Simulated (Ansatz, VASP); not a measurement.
## Two plane-wave programs on SnO

```
Sn O
1.0
     3.82056   -0.00001    0.00000
     0.00001    3.82056    0.00000
     0.00000    0.00000   30.63492
Sn O
2 2
Direct
  0.75000 0.25000 0.46142
  0.25000 0.75000 0.53858
  0.25000 0.25000 0.50000
  0.75000 0.75000 0.50000
```

Alike in both runs: functional PBE; dispersion D3(BJ); k mesh 6 × 6 × 1; occupations gaussian, width 0.02 eV; no spin polarisation.

Ansatz relaxed the structure, and its values are those at the end. VASP's run is a single point on that final structure, the one shown.

|  | VASP | Ansatz |
| --- | --- | --- |
| version | VASP 6.6.1 | Ansatz 0.2.0 |
| potentials or method | VASP PAW PBE potentials, release 64 (Sn_d, O), cutoff 520 eV | scalar-relativistic, plane waves, PAW |
| valence electrons in the cell | 40 | 40 |

```tsv
	VASP	Ansatz	Ansatz less VASP
gap on the k mesh at the Fermi level (eV)	3.09	3.11	+0.019
least direct gap on the mesh (eV)	3.14	3.17	+0.032
rms of the force components (eV/Å)	0.035	0.000	-0.0350
```

Ansatz's warnings: near symmetry operations not taken, structure snapped to symmetry, xc potential rough in thin density.
